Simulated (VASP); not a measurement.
Here is a VASP 6.6.1 calculation.

Contents of INCAR:

```
PREC = Accurate ; ENCUT = 520
EDIFF = 1E-6 ; ISMEAR = 0
SIGMA = 0.1 ; LREAL = F
LASPH = T ; NELM = 80
ALGO = Fast ; ISIF = 2
LWAVE = F ; LCHARG = F
GGA = PE ; NBANDS = 22
```

File KPOINTS:

```
regular mesh
0
Gamma
  6 6 6
```

POSCAR

```
Hf
1.0
    1.5966419203      0.9218216425      7.7066976782
   -1.5966419203      0.9218216425      7.7066976782
    0.0000000000     -1.8436432850      7.7066976782
Hf
3
Direct
    0.0000000000      0.0000000000      0.0000000000
    0.2226716937      0.2226716937      0.2226716937
    0.7773283063      0.7773283063      0.7773283063
```

Potentials or basis: VASP PAW PBE potentials, release 64 (Hf_pv).

Launch:

```console
$ cat potpaw_PBE.64/Hf_pv/POTCAR > POTCAR
$ mpirun -np 1 vasp_std > vasp.out
```

Estimate the band gap on the k mesh.

zero (bands 15 and 16 overlap by 1.40 eV).

Estimate the pressure.

-0.7 GPa.

What does it give for the largest force?

0.014 eV/Å.

Forces in eV/Å, atoms in the order of the input:
```
Hf   0.000  0.000  0.000
Hf   0.000  0.000  0.014
Hf   0.000  0.000 -0.014
```

Caveat: the k points lie up to 0.38 Å⁻¹ apart, too coarse for converged energies and pressures of a metal; spin-orbit coupling is left out, which moves the levels of the heavy elements.
